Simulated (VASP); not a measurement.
Runs of VASP 6.6.1 on ZnAu. The structure is that of space group Pm-3m (No. 221), or close to it. The cells are those of the table. 

```tsv
task	cell	cutoff (eV)	gap on the mesh (eV)	pressure (GPa)
single point	a = 3.229 Å, 2 atoms	520	none	(b)
single point	a = 3.147 Å, 2 atoms	520	none	-2.3
single point	a = 3.031 Å, 2 atoms	520	none	17.6
single point	a = 3.159 Å, 2 atoms	520	none	-3.8
single point	a = 3.190 Å, 2 atoms	520	none	-6.9
relaxation of cell and atoms	relaxed from a = 3.147 Å, 2 atoms	600	none	0.0
single point	a = 3.064 Å, 2 atoms	520	none	10.7
single point	a = 3.128 Å, 2 atoms	520	none	(a)
```

Alike in all rows: level PBEsol; potentials or basis VASP PAW PBE potentials, release 64 (Zn, Au); no spin polarisation; k mesh 14 × 14 × 14; smearing gaussian 0.1 eV.

Question: Estimate the missing entries.

Answer: (a) 0.2; (b) -10.3.

Caveats: the PAW data sets were made with another functional, which shifts forces and pressure a little; spin-orbit coupling is left out, which moves the levels of the heavy elements; the cell stands under tension (at least some runs); the cell stands under pressure (at least some runs).

A k mesh can miss the band edges, and the runs leave out spin-orbit coupling on Au.

A gap of «none» marks levels without a gap at the run's occupations.
